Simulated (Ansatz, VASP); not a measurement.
One calculation of Ag, two programs

```xyz
2
Lattice="2.7539 0.0000 0.0000 0.0000 2.7539 0.0000 0.0000 0.0000 5.5085" Properties=species:S:1:pos:R:3 pbc="T T T"
Ag    1.3770    1.3770    1.3772
Ag    1.3770    1.3770    4.1313
```

Alike in both runs: functional PBE; k mesh 8 × 8 × 4; occupations gaussian, width 0.1 eV; no spin polarisation.

Ansatz relaxed the structure, and its values are those at the end. VASP's run is a single point on that final structure, the one shown.

|  | VASP | Ansatz |
| --- | --- | --- |
| version | VASP 6.6.1 | Ansatz 0.2.0 |
| potentials or method | VASP PAW PBE potentials, release 64 (Ag), cutoff 520 eV | scalar-relativistic, plane waves, PAW |
| valence electrons in the cell | 22 | 38 |

Ansatz gave:

```
gap on the k mesh at the Fermi level (eV) : none
pressure (GPa)                            : -0.1
```

Question: Estimate VASP's values.

Answer: gap on the k mesh at the Fermi level (eV): none; pressure (GPa): -0.2.

A gap of «none» marks a metal or a gap that the smearing closes. The functional is the same, so the differences come from potentials, cutoffs and numerics. VASP's potentials hold 22 valence electrons a cell and Ansatz's 38, so a difference there can come from the potentials and not from the codes.
